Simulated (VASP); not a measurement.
A run of VASP 6.6.1 is set up as follows.

Contents of INCAR:

```
ALGO = Normal
EDIFF = 1E-6
EDIFFG = -0.005
ENCUT = 600
GGA = PE
IBRION = 2
ISIF = 3
ISMEAR = 0
IVDW = 12
LASPH = True
LCHARG = False
LREAL = False
LWAVE = False
NELM = 100
NSW = 100
PREC = Accurate
SIGMA = 0.1
```

KPOINTS

```
k-points
0
Gamma
  18 18 18
```

The input POSCAR:

```
Li
1.0
    0.0000000000      2.0886081792      2.0886081792
    2.0886081792      0.0000000000      2.0886081792
    2.0886081792      2.0886081792      0.0000000000
Li
1
Direct
    0.0000000000      0.0000000000      0.0000000000
```

Potentials or basis: VASP PAW PBE potentials, release 64 (Li_sv).

Launch:

```console
$ cat potpaw_PBE.64/Li_sv/POTCAR > POTCAR
$ mpirun -np 1 vasp_std > vasp.out
```

Question: What does it give for the relaxed cell?

Answer: a = 2.947 Å, b = 2.947 Å, c = 2.947 Å, α = 60.00°, β = 60.00°, γ = 60.00°.

Question: What does it give for the dispersion energy per atom?

Answer: -0.189 eV.

Final structure:
```
Li
1.0
     0.00000    2.08380    2.08380
     2.08380    0.00000    2.08380
     2.08380    2.08380    0.00000
Li
1
Direct
  0.00000 0.00000 0.00000
```
